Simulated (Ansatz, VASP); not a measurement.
## Mg: VASP beside Ansatz

```xyz
1
Lattice="-1.8360 1.8360 1.6794 1.8360 -1.8360 1.6794 1.8360 1.8360 -1.6794" Properties=species:S:1:pos:R:3 pbc="T T T"
Mg    0.0000    0.0000    0.0000
```

Alike in both runs: task single point; functional r2SCAN; k mesh 4 × 4 × 4; occupations gaussian, width 0.1 eV; no spin polarisation.

```csv
,VASP,Ansatz
version,VASP 6.6.1,Ansatz 0.2.0
potentials or method,"VASP PAW PBE potentials, release 64 (Mg), cutoff 660 eV","scalar-relativistic, plane waves, PAW"
valence electrons in the cell,2,10
```

Ansatz gave:

```
gap on the k mesh at the Fermi level (eV)                     : none
pressure (GPa)                                                : -0.2
traceless stress, the component that is largest in VASP (GPa) : -0.84
```

Which values does VASP return?

gap on the k mesh at the Fermi level (eV): none; pressure (GPa): -0.5; traceless stress, the component that is largest in VASP (GPa): -0.86.

VASP's potentials were made for PBE, not for r2SCAN. A gap of «none» marks a metal or a gap that the smearing closes. VASP's potentials hold 2 valence electrons a cell and Ansatz's 10, so a difference there can come from the potentials and not from the codes.

The k mesh is coarse, so the values compare programs but aren't converged.
